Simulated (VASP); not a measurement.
## Si16Ge (a cell with a defect): single point with PBEsol

The system is Si16Ge (a cell with a defect).

```xyz
17
Lattice="0.0000 5.4300 5.4300 5.4300 0.0000 5.4300 5.4300 5.4300 0.0000" Properties=species:S:1:pos:R:3 pbc="T T T"
Si   -0.0647   -0.0206   -0.0626
Si    1.1502    1.5605    1.1520
Si    2.7309    2.7752   -0.0635
Si    4.1334    4.0061    1.3398
Si    2.5141    0.2018    2.5150
Si    3.9743    1.2310    3.9754
Si    5.5280    2.6154    2.5884
Si    6.9166    4.1706    3.9736
Si   -0.0654    2.7749    2.7328
Si    1.3379    4.0062    4.1354
Si    2.9196    5.2211    2.9216
Si    4.1343    6.8025    4.1364
Si    2.5882    2.6158    5.5291
Si    3.9730    4.1702    6.9167
Si    5.5295    5.5597    5.5308
Si    6.9896    6.5857    6.9901
Ge    4.7500    3.3931    4.7513
```

```yaml
Program: VASP 6.6.1
Task: single point
Functional: PBEsol
Potentials_or_basis: VASP PAW PBE potentials, release 64 (Si, Ge_d)
Cutoff: 520 eV
k_mesh: 2 × 2 × 2
Occupations: gaussian, width 0.05 eV
Spin: no spin polarisation
```

```json
{"Pressure": "4.1 GPa", "Largest force": "0.078 eV/Å"}
```

Forces in eV/Å, atoms in the order of the input:
```
Si  -0.014 -0.024 -0.017
Si  -0.044  0.046 -0.044
Si   0.023  0.014 -0.009
Si   0.018 -0.010 -0.023
Si  -0.039  0.044 -0.045
Si  -0.026 -0.022 -0.028
Si   0.031 -0.019 -0.001
Si  -0.036  0.023 -0.010
Si  -0.008  0.016  0.024
Si  -0.024 -0.011  0.019
Si   0.044 -0.044  0.044
Si   0.014  0.022  0.012
Si  -0.015 -0.022  0.029
Si  -0.015  0.030 -0.018
Si   0.010 -0.051  0.006
Si   0.049 -0.034  0.050
Ge   0.031  0.044  0.012
```

Stress tensor (GPa, compression positive):
```
 4.07  0.73 -0.72
 0.73  4.07  0.73
-0.72  0.73  4.07
```

Levels at points of the mesh, in eV from the Fermi level:
```
           k point  band 37  band 38  band 39  band 40  band 41  band 42
(0.00, 0.00, 0.00)    -0.44    -0.41    -0.41     0.02     0.02     0.28
(0.50, 0.00, 0.00)    -1.20    -0.74    -0.33     0.33     0.79     0.94
(0.00, 0.50, 0.00)    -1.12    -1.11     0.01     0.56     0.56     1.25
(0.00, 0.00, 0.50)    -1.20    -0.74    -0.33     0.33     0.79     0.94
(0.50, 0.50, 0.50)    -1.20    -0.74    -0.33     0.33     0.79     0.94
(0.50, 0.50, 0.00)    -1.59    -0.46    -0.19     0.60     1.41     1.54
(0.00, 0.50, 0.50)    -1.59    -0.46    -0.19     0.60     1.41     1.54
(0.50, 0.00, 0.50)    -1.59    -0.46    -0.19     0.60     1.41     1.54
```

Wall time 110 s on 1 thread of Intel(R) Xeon(R) 6975P-C (Granite Rapids), with other jobs on the host, peak memory 0.49 GiB.

Caveat: the k points lie up to 0.50 Å⁻¹ apart; the PAW data sets were made with another functional, which shifts forces and pressure a little.
